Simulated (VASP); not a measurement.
A run of VASP 6.6.1 is set up as follows.

Contents of INCAR:

```
SYSTEM = MoS
  PREC = Accurate
  ENCUT = 520
  EDIFF = 1E-7
  ISMEAR = 0
  SIGMA = 0.05
  LREAL = .FALSE.
  LASPH = .TRUE.
  NELM = 150
  ALGO = Normal
  ISIF = 2
  LWAVE = .FALSE.
  LCHARG = .FALSE.
  ISPIN = 2
  MAGMOM = 0.05 0
  LORBIT = 11
  LMAXMIX = 4
  GGA = PS
  NBANDS = 21
```

File KPOINTS:

```
regular mesh
0
G
  10 10 10
  0 0 0
```

File POSCAR:

```
MoS
1.0
    2.9291198771      0.0000000000      0.0000000000
    0.0000000000      2.9291198771      0.0000000000
    0.0000000000      0.0000000000      2.9291198771
Mo S
1 1
Direct
    0.0000000000      0.0000000000      0.0000000000
    0.5000000000      0.5000000000      0.5000000000
```

Potentials or basis: VASP PAW PBE potentials, release 64 (Mo_sv, S).

Run with:

```sh
$ cat potpaw_PBE.64/Mo_sv/POTCAR potpaw_PBE.64/S/POTCAR > POTCAR
$ mpirun -np 1 vasp_std > vasp.out
```

Problem. What does it give for the band gap on the k mesh?

Solution. Zero (filled and empty bands overlap).

Problem. Estimate the pressure.

Solution. 11.2 GPa.

Problem. Predict the net moment.

Solution. 0.00 μB per cell.

Caveat: the PAW data sets were made with another functional, which shifts forces and pressure a little.
